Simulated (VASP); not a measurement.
A run of VASP 6.6.1 is set up as follows.

INCAR

```
SYSTEM = HfC
  ALGO = Normal
  EDIFF = 1E-6
  EDIFFG = -0.01
  ENCUT = 600
  GGA = PS
  IBRION = 2
  ISIF = 3
  ISMEAR = -1
  LASPH = .TRUE.
  LCHARG = .FALSE.
  LREAL = .FALSE.
  LWAVE = .FALSE.
  NELM = 80
  NSW = 80
  PREC = Accurate
  SIGMA = 0.05
```

The input KPOINTS:

```
k-points
0
G
  6 6 6
  0 0 0
```

File POSCAR:

```
HfC
1.0
    2.8679579959      0.0000000000      0.0000000000
    0.0000000000      2.8679579959      0.0000000000
    0.0000000000      0.0000000000      2.8679579959
Hf C
1 1
Direct
    0.0000000000      0.0000000000      0.0000000000
    0.5000000000      0.5000000000      0.5000000000
```

Potentials or basis: VASP PAW PBE potentials, release 64 (Hf_pv, C).

Command:

```console
$ cat potpaw_PBE.64/Hf_pv/POTCAR potpaw_PBE.64/C/POTCAR > POTCAR
$ mpirun -np 1 vasp_std > vasp.out
```

Problem. Predict the space group after relaxing (to 0.05 Å).

Solution. Pm-3m (No. 221).

Problem. Predict the relaxed cell.

Solution. a = 2.862 Å, b = 2.862 Å, c = 2.862 Å, α = 90.00°, β = 90.00°, γ = 90.00°.

Step by step:
```tsv
step	energy change (eV)	largest force (eV/Å)	pressure (GPa)	volume (Å³)
1	0.0000	0.0000	-1.26	23.59
2	0.0004	0.0000	1.68	23.27
3	-0.0005	0.0000	0.01	23.45
```

Caveat: the k points lie up to 0.37 Å⁻¹ apart in the final cell; the PAW data sets were made with another functional, which shifts forces and pressure a little.
